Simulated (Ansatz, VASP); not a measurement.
MnS: VASP beside Ansatz

```xyz
2
Lattice="0.0000 2.6045 2.6045 2.6045 0.0000 2.6045 2.6045 2.6045 0.0000" Properties=species:S:1:pos:R:3 pbc="T T T"
Mn    0.0000    0.0000    0.0000
S     2.6045    2.6045    2.6045
```

Alike in both runs: task relaxation of cell and atoms; functional PBEsol; dispersion D3(BJ); k mesh 9 × 9 × 9; occupations fermi-dirac, width 0.05 eV; collinear spin.

|  | VASP | Ansatz |
| --- | --- | --- |
| version | VASP 6.6.1 | Ansatz 0.2.0 |
| potentials or method | VASP PAW PBE potentials, release 64 (Mn_pv, S), cutoff 600 eV | all-electron LAPW, scalar-relativistic |

|  | VASP | Ansatz | Ansatz less VASP |
| --- | --- | --- | --- |
| net moment per atom (μB) | 1.97 | 2.14 | +0.176 |
| size of the moment on the site where the two differ most (μB) | 3.65 | 4.04 | +0.390 |
| relaxed volume (Å³/atom) | 14.40 | 15.76 | +1.359 |
| relaxed length of the cell vector where the two differ most in proportion (Å) | 3.441 | 3.546 | +0.1050 |

The net moments are unlike, so the other rows may belong to different states. VASP's potentials were made for PBE, not for PBEsol. Site moments also hang on the region over which each program counts them. Ansatz ran all-electron here, and VASP with PAW potentials.

Noted on VASP's run: the volume moved by over 15 % at a fixed basis, so the end points are rough.
